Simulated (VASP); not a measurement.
Input of a VASP 6.6.1 run:

File INCAR:

```
SYSTEM = AlN
PREC = Accurate
ENCUT = 520
EDIFF = 1E-7
ISMEAR = -1
SIGMA = 0.05
LREAL = .FALSE.
LASPH = .TRUE.
NELM = 80
ALGO = Normal
ISIF = 2
LWAVE = .FALSE.
LCHARG = .TRUE.
GGA = PS
IVDW = 13
LELF = .TRUE.
LVHAR = .TRUE.
NBANDS = 11
```

KPOINTS

```
Automatic mesh
0
G
  10 10 10
  0 0 0
```

The input POSCAR:

```
AlN
1.0
    0.0000000000      2.1984575146      2.1984575146
    2.1984575146      0.0000000000      2.1984575146
    2.1984575146      2.1984575146      0.0000000000
Al N
1 1
Direct
    0.0000000000      0.0000000000      0.0000000000
    0.2500000000      0.2500000000      0.2500000000
```

Potentials or basis: VASP PAW PBE potentials, release 64 (Al, N).

Run with:

```bash
$ cat potpaw_PBE.64/Al/POTCAR potpaw_PBE.64/N/POTCAR > POTCAR
$ mpirun -np 1 vasp_std > vasp.out
```

Question: Predict the dispersion energy per atom.

Answer: -0.171 eV.

Question: What does it give for the band gap on the k mesh?

Answer: 3.18 eV, indirect (least direct gap 3.96 eV).

 As with any semilocal functional, this PBEsol gap is likely too small.
